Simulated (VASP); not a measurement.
# Ti3Se (P-6m2) in VASP: further runs

Ti3Se is run at these levels: LDA, PBEsol; tasks: single point, relaxation of cell and atoms.

Everything below comes from runs of VASP 6.6.1. Logs are shortened: lines on timing, memory, paths and dates and some standing lists are left out, and cuts for length are marked.

## 1. The cell of the first run

Symmetry: P-6m2, No. 187, hexagonal system. The conventional cell has a = 3.240 Å, b = 3.240 Å, c = 8.047 Å, α = 90.00°, β = 90.00°, γ = 120.00°. Within 3.4 Å of Se (site symmetry -6m2) lie 6 Ti at 2.61 Å and 6 Se at 3.24 Å. Within 3.8 Å of Ti (site symmetry -6m2) lie 12 Ti at 2.88 to 3.24 Å. Ti (site symmetry 3m) has 3 Se at 2.61 Å and 9 Ti at 2.88 to 3.24 Å within 3.4 Å.

## 2. Single point, LDA

The input, INCAR:

```
PREC     = Accurate       # precision mode
ENCUT    = 520            # plane-wave cutoff, eV
EDIFF    = 1E-7           # SCF threshold, eV
ISMEAR   = -1             # smearing method
SIGMA    = 0.05           # smearing width, eV
LREAL    = False          # projectors in reciprocal space
LASPH    = True           # aspherical terms in the spheres
NELM     = 100            # most SCF steps
ALGO     = Normal         # electronic algorithm
ISIF     = 2              # what is computed and relaxed
LWAVE    = False          # write WAVECAR
LCHARG   = False          # write CHGCAR
GGA      = CA             # functional
NBANDS   = 29             # bands
```

The input, KPOINTS:

```
regular mesh
0
Gamma
  10 10 4
```

The input, POSCAR:

```
Ti3Se
1.0
    3.2395220766      0.0000000000      0.0000000000
   -1.6197610383      2.8055084145      0.0000000000
    0.0000000000      0.0000000000      8.0472667889
Se Ti
1 3
Direct
    0.0000000000      0.0000000000      0.0000000000
    0.6666666667      0.3333333333      0.5000000000
    0.3333333333      0.6666666667      0.7729020000
    0.3333333333      0.6666666667      0.2270980000
```

Potentials or basis: VASP PAW LDA potentials, release 64 (Se, Ti_sv).

Command:

```
cat potpaw_LDA.64/Se/POTCAR potpaw_LDA.64/Ti_sv/POTCAR > POTCAR
mpirun -np 1 vasp_std > vasp.out
```

OUTCAR:

```text
PREC = Accurate
   ENCUT = 520
   EDIFF = 1E-7
   ISMEAR = -1
   LREAL = False
   LASPH = True
   NELM = 100
   ISIF = 2
   GGA = CA

 ion  position               nearest neighbor table
   1  0.000  0.000  0.000-   3 2.61   4 2.61   3 2.61   4 2.61   3 2.61   4 2.61
   2  0.667  0.333  0.500-   3 2.88   4 2.88   3 2.88   4 2.88   3 2.88   4 2.88
   3  0.333  0.667  0.773-   1 2.61   1 2.61   1 2.61   2 2.88   2 2.88   2 2.88
   4  0.333  0.667  0.227-   1 2.61   1 2.61   1 2.61   2 2.88   2 2.88   2 2.88

  LATTYP: Found a hexagonal cell.
 ALAT       =     3.2395220766
 C/A-ratio  =     2.4840907389

  Lattice vectors:

 A1 = (   3.2395220766,   0.0000000000,   0.0000000000)
 A2 = (  -1.6197610383,   2.8055084145,   0.0000000000)
 A3 = (   0.0000000000,   0.0000000000,   8.0472667889)

Analysis of symmetry for initial positions (statically):
=====================================================================
 Subroutine PRICEL returns:
 Original cell was already a primitive cell.

 Routine SETGRP: Setting up the symmetry group for a
 hexagonal supercell.

 Subroutine GETGRP returns: Found 12 space group operations
 (whereof 12 operations were pure point group operations)
 out of a pool of 24 trial point group operations.

The static configuration has the point symmetry D_3h.

Analysis of symmetry for dynamics (positions and initial velocities):
=====================================================================
 Subroutine PRICEL returns:
 Original cell was already a primitive cell.

 Routine SETGRP: Setting up the symmetry group for a
 hexagonal supercell.

 Subroutine GETGRP returns: Found 12 space group operations
 (whereof 12 operations were pure point group operations)
 out of a pool of 24 trial point group operations.

The dynamic configuration has the point symmetry D_3h.

 Subroutine INISYM returns: Found 12 space group operations
 (whereof 12 operations are pure point group operations),
 and found     1 'primitive' translations

----------------------------------------------------------------------------------------

                                     Primitive cell

  volume of cell :      73.1376

  direct lattice vectors                    reciprocal lattice vectors
     3.239522077  0.000000000  0.000000000     0.308687509  0.178220816  0.000000000
    -1.619761038  2.805508415  0.000000000     0.000000000  0.356441633  0.000000000
     0.000000000  0.000000000  8.047266789     0.000000000  0.000000000  0.124265794

  length of vectors
     3.239522077  3.239522077  8.047266789     0.356441633  0.356441633  0.124265794

  position of ions in fractional coordinates (direct lattice)
     0.000000000  0.000000000  0.000000000
     0.666666667  0.333333333  0.500000000
     0.333333333  0.666666667  0.772902000
     0.333333333  0.666666667  0.227098000

  ion indices of the primitive-cell ions
   primitive index   ion index
                 1           1
                 2           2
                 3           3
                 4           4

----------------------------------------------------------------------------------------

 KPOINTS: regular mesh

Automatic generation of k-mesh.
 Grid dimensions read from file:
 generate k-points for:   10   10    4

 Generating k-lattice:

  Cartesian coordinates                     Fractional coordinates (reciprocal lattice)
     0.030868751  0.017822082  0.000000000     0.100000000  0.000000000  0.000000000
     0.000000000  0.035644163  0.000000000     0.000000000  0.100000000  0.000000000
     0.000000000  0.000000000  0.031066449     0.000000000  0.000000000  0.250000000

  Length of vectors
     0.035644163  0.035644163  0.031066449

  Shift w.r.t. Gamma in fractional coordinates (k-lattice)
     0.000000000  0.000000000  0.000000000

 Subroutine IBZKPT returns following result:
 ===========================================

 Found     42 irreducible k-points:

 Following reciprocal coordinates:
            Coordinates               Weight
  0.000000  0.000000  0.000000      1.000000
  0.100000  0.000000  0.000000      6.000000
  0.200000  0.000000  0.000000      6.000000
  0.300000 -0.000000  0.000000      6.000000
  0.400000 -0.000000  0.000000      6.000000
  0.500000 -0.000000  0.000000      3.000000
[... 16 lines left out ...]
  0.300000  0.100000  0.250000     24.000000
  0.400000  0.100000  0.250000     24.000000
 [... further k-points ...]
   k-points           NKPTS =     42   k-points in BZ     NKDIM =     42   number of bands    NBANDS=     29
   number of dos      NEDOS =    301   number of ions     NIONS =      4
   total plane-waves  NPLWV =  34560
   dimension x,y,z NGX =    24 NGY =   24 NGZ =   60
   dimension x,y,z NGXF=    48 NGYF=   48 NGZF=  120
   ions per type =               1   3
   NGX,Y,Z   is equivalent  to a cutoff of  12.32, 12.32, 12.40 a.u.
   NGXF,Y,Z  is equivalent  to a cutoff of  24.63, 24.63, 24.79 a.u.
 SYSTEM =  unknown system
   PREC   = accura    normal or accurate (medium, high low for compatibility)
   ISTART =      0    job   : 0-new  1-cont  2-samecut
   ICHARG =      2    charge: 1-file 2-atom 10-const
   ISPIN  =      1    spin polarized calculation?
   LNONCOLLINEAR =      F non collinear calculations
   LSORBIT =      F    spin-orbit coupling
   LASPH  =      T    aspherical Exc in radial PAW
   ENCUT  =  520.0 eV  38.22 Ry    6.18 a.u.   6.02  6.02 14.96*2*pi/ulx,y,z
   NELM   =    100;   NELMIN=  2; NELMDL= -5     # of ELM steps
   EDIFF  = 0.1E-06   stopping-criterion for ELM
   LREAL  =      F    real-space projection
   EDIFFG = 0.1E-05   stopping-criterion for IOM
   NSW    =      0    number of steps for IOM
   IBRION =     -1    ionic relax: 0-MD 1-quasi-New 2-CG
   NFREE  =      0    steps in history (QN), initial steepest desc. (CG)
   ISIF   =      2    stress and relaxation
   ISYM   =      2    0-nonsym 1-usesym 2-fastsym
   POTIM  = 0.5000    time-step for ionic-motion
   TEBEG  =    0.0;   TEEND  =   0.0 temperature during run
   PSTRESS=    0.0 pullay stress
   NELECT =      42.0000    total number of electrons
   NUPDOWN=      -1.0000    fix difference up-down
   EMIN   =  10.00;   EMAX   =-10.00  energy-range for DOS
   EFERMI =   0.00;   METHOD = LEGACY
   ISMEAR =    -1;   SIGMA  =   0.05  broadening in eV -4-tet -1-fermi 0-gaus
   EFERMI_NEDOS =   21; number of points for ismear=-14 and -15
   IALGO  =     38    algorithm
   IMIX   =      4    mixing-type and parameters
     AMIX     =   0.40;   BMIX     =  1.00
     AMIX_MAG =   1.60;   BMIX_MAG =  1.00
  volume/ion in A,a.u.               =      18.28       123.39
  Fermi-wavevector in a.u.,A,eV,Ry     =   1.360748  2.571440 25.193016  1.851634
  Thomas-Fermi vector in A             =   2.487383
   LORBIT       =      0    0 simple, 1 ext, 2 COOP (PROOUT), +10 PAW based schemes
   GGA     = CA    functional components
   LHFCALC =     F    Hartree Fock is set to
   AEXX    =    0.0000 exact exchange contribution
   IVDW    =     0    specifies the selected vdW correction
   LEPSILON=     F    determine dielectric tensor
   LRPA    =     F    only Hartree local field effects (RPA)
 non-spin polarized calculation
  energy-cutoff  :      520.00
  volume of cell :       73.14
 maximum number of plane-waves:      1994
   NGX = 13   NGY = 13   NGZ = 29

 number of electron      41.9999982 magnetization

 Free energy of the ion-electron system (eV)
  ---------------------------------------------------
  ext. energy  EPLUGINS =         0.00000000
  ---------------------------------------------------
  free energy    TOTEN  =       -31.64834000 eV

  energy without entropy =      -31.62225018  energy(sigma->0) =      -31.63529509

 E-fermi :   7.4624     XC(G=0): -11.4193

 val. band max:        7.4599244972   @ k =   0.1000   0.1000   0.0000
 cond. band min:       7.4663214086   @ k =   0.3000   0.2000   0.0000
 fundamental gap:      0.0063969114
 Fermi energy:         7.4623551674

 k-point     1 :       0.0000    0.0000    0.0000
  band No.  band energies     occupation
      1     -48.9351      2.00000
      2     -48.9193      2.00000
      3     -48.7602      2.00000
      4     -25.7699      2.00000
      5     -25.6914      2.00000
      6     -25.4301      2.00000
[... 21 lines left out ...]
     28       9.0400      0.00000
     29       9.0400      0.00000

 k-point     2 :       0.1000    0.0000    0.0000
  band No.  band energies     occupation
      1     -48.9318      2.00000
      2     -48.9171      2.00000
      3     -48.7592      2.00000
      4     -25.7607      2.00000
      5     -25.6933      2.00000
      6     -25.4468      2.00000
[... 21 lines left out ...]
     28       8.9708      0.00000
     29       9.0310      0.00000

 k-point     3 :       0.2000    0.0000    0.0000
  band No.  band energies     occupation
      1     -48.9231      2.00000
      2     -48.9113      2.00000
      3     -48.7567      2.00000
      4     -25.7362      2.00000
      5     -25.7000      2.00000
      6     -25.5015      2.00000
[... 21 lines left out ...]
     28       9.0522      0.00000
     29       9.1403      0.00000

 k-point     4 :       0.3000   -0.0000    0.0000
  band No.  band energies     occupation
      1     -48.9121      2.00000
      2     -48.9042      2.00000
      3     -48.7538      2.00000
      4     -25.7126      2.00000
      5     -25.7059      2.00000
      6     -25.5682      2.00000
[... 21 lines left out ...]
     28       9.3016      0.00000
     29       9.4151      0.00000

 k-point     5 :       0.4000   -0.0000    0.0000
  band No.  band energies     occupation
      1     -48.9030      2.00000
      2     -48.8984      2.00000
      3     -48.7516      2.00000
      4     -25.7266      2.00000
      5     -25.6874      2.00000
      6     -25.6099      2.00000
[... 21 lines left out ...]
     28       9.7066      0.00000
     29       9.8555      0.00000
[... 510 lines left out ...]
     28       9.0984      0.00000
     29       9.3675      0.00000

 k-point    22 :       0.2000    0.1000    0.2500
  band No.  band energies     occupation
      1     -48.9152      2.00000
      2     -48.9074      2.00000
      3     -48.7548      2.00000
      4     -25.7306      2.00000
      5     -25.6894      2.00000
      6     -25.5466      2.00000
[... 21 lines left out ...]
     28       9.2871      0.00000
     29       9.6076      0.00000

 k-point    23 :       0.3000    0.1000    0.2500
  band No.  band energies     occupation
      1     -48.9052      2.00000
      2     -48.9009      2.00000
      3     -48.7523      2.00000
      4     -25.7141      2.00000
      5     -25.6919      2.00000
      6     -25.6001      2.00000
[... 21 lines left out ...]
     28       9.6339      0.00000
     29       9.8503      0.00000

 k-point    24 :       0.4000    0.1000    0.2500
  band No.  band energies     occupation
      1     -48.8990      2.00000
      2     -48.8967      2.00000
      3     -48.7508      2.00000
      4     -25.7212      2.00000
      5     -25.6843      2.00000
      6     -25.6237      2.00000
[... 21 lines left out ...]
     28       9.9313      0.00000
     29      10.0887      0.00000

 [... further k-points ...]
[... 5 lines left out ...]
  --------------------------------------------------------------------------------------
  -------------------------------------------------------------------------------------
  Total       -4.8357000     -4.8357000     -5.7982658     -0.0000000     -0.0000000      0.0000000
  in kB     -105.9324490   -105.9324490   -127.0187347     -0.0000000     -0.0000000      0.0000000
  external PRESSURE =    -112.9612109 kB  Pullay stress =       0.0000000 kB

 VOLUME and BASIS-vectors are now :
 -----------------------------------------------------------------------------
  energy-cutoff  :      520.00
  volume of cell :       73.14
      direct lattice vectors                 reciprocal lattice vectors
     3.239522077  0.000000000  0.000000000     0.308687509  0.178220816  0.000000000
    -1.619761038  2.805508415  0.000000000     0.000000000  0.356441633  0.000000000
     0.000000000  0.000000000  8.047266789     0.000000000  0.000000000  0.124265794

 POSITION                                       TOTAL-FORCE (eV/Angst)
 -----------------------------------------------------------------------------------
      0.00000      0.00000      0.00000         0.000000     -0.000000      0.000000
      1.61976      0.93517      4.02363        -0.000000     -0.000000      0.000000
     -0.00000      1.87034      6.21975         0.000000      0.000000      0.190640
     -0.00000      1.87034      1.82752         0.000000     -0.000000     -0.190640
 -----------------------------------------------------------------------------------
    total drift:                                0.000000     -0.000000     -0.000000

  FREE ENERGIE OF THE ION-ELECTRON SYSTEM (eV)
  ---------------------------------------------------
  free  energy   TOTEN  =       -31.6483399969 eV

  energy  without entropy=      -31.6222501837  energy(sigma->0) =      -31.63529509
```

It took 33 s on 1 thread of Intel Xeon 6975P-C (Granite Rapids), shared host; peak memory 0.2 GiB.

What came out:

```yaml
Free_energy: -31.6483 eV
Pressure: -11.3 GPa
Largest_force: 0.191 eV/Å
Band_gap_on_the_k_mesh: zero (band 21 reaches 7.83 eV, above the bottom of band 22 at 7.32 eV)
```

Forces on the atoms (eV/Å):
```
Se   0.000  0.000  0.000
Ti   0.000  0.000  0.000
Ti   0.000  0.000  0.191
Ti   0.000  0.000 -0.191
```

Stress tensor (GPa, compression positive):
```
-10.59   0.00   0.00
  0.00 -10.59   0.00
  0.00   0.00 -12.70
```

## 3. Single point, LDA

This run uses another cell than the first one, of 18.64 Å³/atom, 1.019 times its volume.

The input, INCAR:

```
SYSTEM = Ti3Se
ALGO     = Normal         ! electronic algorithm
EDIFF    = 1E-6           ! SCF threshold, eV
ENCUT    = 520            ! plane-wave cutoff, eV
GGA      = CA             ! functional
ISIF     = 2              ! what is computed and relaxed
ISMEAR   = -1             ! smearing method
LASPH    = .True.         ! aspherical terms in the spheres
LCHARG   = .True.         ! write CHGCAR
LELF     = .True.         ! ELF
LREAL    = .False.        ! projectors in reciprocal space
LVHAR    = .True.       
LWAVE    = .False.        ! write WAVECAR
NBANDS   = 29             ! bands
NELM     = 60             ! most SCF steps
PREC     = Accurate       ! precision mode
SIGMA    = 0.05           ! smearing width, eV
```

The input, KPOINTS:

```
k-points
0
Gamma
  10 10 4
  0 0 0
```

The input, POSCAR:

```
Ti3Se
1.0
    3.2601565315      0.0000000000      0.0000000000
   -1.6300782658      2.8233783766      0.0000000000
    0.0000000000      0.0000000000      8.0985246472
Se Ti
1 3
Direct
    0.0000000000      0.0000000000      0.0000000000
    0.6666666667      0.3333333333      0.5000000000
    0.3333333333      0.6666666667      0.7729020000
    0.3333333333      0.6666666667      0.2270980000
```

Potentials or basis: VASP PAW LDA potentials, release 64 (Se, Ti_sv).

Command:

```
cat potpaw_LDA.64/Se/POTCAR potpaw_LDA.64/Ti_sv/POTCAR > POTCAR
mpirun -np 1 vasp_std > vasp.out
```

Run time: 33 s. Hardware: 1 thread of Intel Xeon 6975P-C (Granite Rapids), shared host; peak memory 0.2 GiB.

The run converged. Its results:

```
Free energy            : -31.5428 eV
Pressure               : -12.8 GPa
Largest force          : 0.235 eV/Å
Band gap on the k mesh : zero (band 21 reaches 7.63 eV, above the bottom of band 22 at 7.12 eV)
```

Forces on the atoms (eV/Å):
```
Se   0.000  0.000  0.000
Ti   0.000  0.000  0.000
Ti   0.000  0.000  0.235
Ti   0.000  0.000 -0.235
```

Stress tensor (GPa, compression positive):
```
-11.99   0.00   0.00
  0.00 -11.99   0.00
  0.00   0.00 -14.38
```

Levels at points of the mesh, in eV from the Fermi level:
```
           k point  band 18  band 19  band 20  band 21  band 22  band 23  band 24  band 25
(0.00, 0.00, 0.00)    -1.30    -0.17     0.15     0.15     0.28     0.28     0.85     1.00
(0.50, 0.00, 0.00)    -1.64    -1.44    -0.61    -0.39     0.17     0.75     0.80     2.12
(0.00, 0.00, 0.50)    -1.37    -0.58     0.36     0.36     0.51     0.56     0.56     0.93
(0.50, 0.00, 0.50)    -1.42    -1.40    -0.83    -0.77     0.53     0.78     0.92     1.15
```

## 4. Relaxation of cell and atoms, PBEsol, target pressure 5 GPa, at which the enthalpy is minimised

This run uses another cell than the first one, of 17.58 Å³/atom, 0.962 times its volume.

The input, INCAR:

```
  PREC = Accurate
  ENCUT = 600
  EDIFF = 1E-6
  ISMEAR = -1
  SIGMA = 0.05
  LREAL = False
  LASPH = True
  NELM = 100
  ALGO = Normal
  ISIF = 3
  LWAVE = False
  LCHARG = False
  GGA = PS
  IBRION = 2
  NSW = 60
  EDIFFG = -0.01
  PSTRESS = 50.0
```

The input, KPOINTS:

```
regular mesh
0
Gamma
  10 10 4
```

The input, POSCAR:

```
Ti3Se
1.0
    3.1974455988      0.0000000000      0.0000000000
   -1.5987227994      2.7690691158      0.0000000000
    0.0000000000      0.0000000000      7.9427450000
Se Ti
1 3
Direct
    0.0000000000      0.0000000000      0.0000000000
    0.6666666667      0.3333333333      0.5000000000
    0.3333333333      0.6666666667      0.7729020000
    0.3333333333      0.6666666667      0.2270980000
```

Potentials or basis: VASP PAW PBE potentials, release 64 (Se, Ti_sv).

Command:

```
cat potpaw_PBE.64/Se/POTCAR potpaw_PBE.64/Ti_sv/POTCAR > POTCAR
mpirun -np 1 vasp_std > vasp.out
```

It took 3.5 min on 1 thread of Intel Xeon 6975P-C (Granite Rapids), shared host; peak memory 0.28 GiB.

The run converged. Its results:

```yaml
Free_energy: -30.9070 eV
Relaxed_volume: 16.24 Å³/atom
Relaxed_cell: a = 3.105 Å, b = 3.105 Å, c = 7.780 Å, α = 90.00°, β = 90.00°, γ = 120.00°
Space_group_after_relaxing_to_0.05_Å: P-6m2 (No. 187)
Energy_change_on_relaxing_the_enthalpy_is_what_falls: +0.8 meV/atom
Ionic_steps: 6
Pressure_after_relaxing: 5.0 GPa
Largest_force_after_relaxing: 0.005 eV/Å
Band_gap_on_the_k_mesh: zero (band 21 reaches 9.21 eV, above the bottom of band 22 at 8.62 eV)
```

Forces in eV/Å, atoms in the order of the input:
```
Se   0.000  0.000  0.000
Ti   0.000  0.000  0.000
Ti   0.000  0.000 -0.005
Ti   0.000  0.000  0.005
```

The path:
| step | energy change (eV) | largest force (eV/Å) | pressure (GPa) | volume (Å³) |
| --- | --- | --- | --- | --- |
| 1 | 0.0000 | 0.0710 | -4.35 | 70.32 |
| 2 | 0.3339 | 0.6460 | 17.81 | 60.39 |
| 3 | -0.0016 | 0.2168 | 4.80 | 65.29 |
| 4 | 0.0014 | 0.2239 | 5.02 | 65.19 |
| 5 | 0.0011 | 0.0916 | 5.05 | 65.06 |
| 6 | 0.0031 | 0.0054 | 5.03 | 64.97 |

Final structure:
```
CELL_PARAMETERS angstrom
3.10520 0.00000 0.00000
-1.55260 2.68918 0.00000
0.00000 0.00000 7.78011
ATOMIC_POSITIONS crystal
Se 0.00000 0.00000 0.00000
Ti 0.66667 0.33333 0.50000
Ti 0.33333 0.66667 0.77105
Ti 0.33333 0.66667 0.22895
```

Levels at points of the mesh, in eV from the Fermi level:
```
           k point  band 19  band 20  band 21  band 22  band 23  band 24
(0.00, 0.00, 0.00)    -0.15     0.18     0.18     0.32     0.32     1.09
(0.50, 0.00, 0.00)    -1.71    -0.61    -0.47     0.21     0.91     0.96
(0.00, 0.00, 0.50)    -0.75     0.42     0.42     0.68     0.68     0.75
(0.50, 0.00, 0.50)    -1.62    -0.95    -0.93     0.75     0.95     1.12
```

Caveat: the cell is relaxed towards a set pressure, so the enthalpy falls and the energy may rise; the PAW data sets were made with another functional, which shifts forces and pressure a little.

(Part 1 of 2 ends here.)
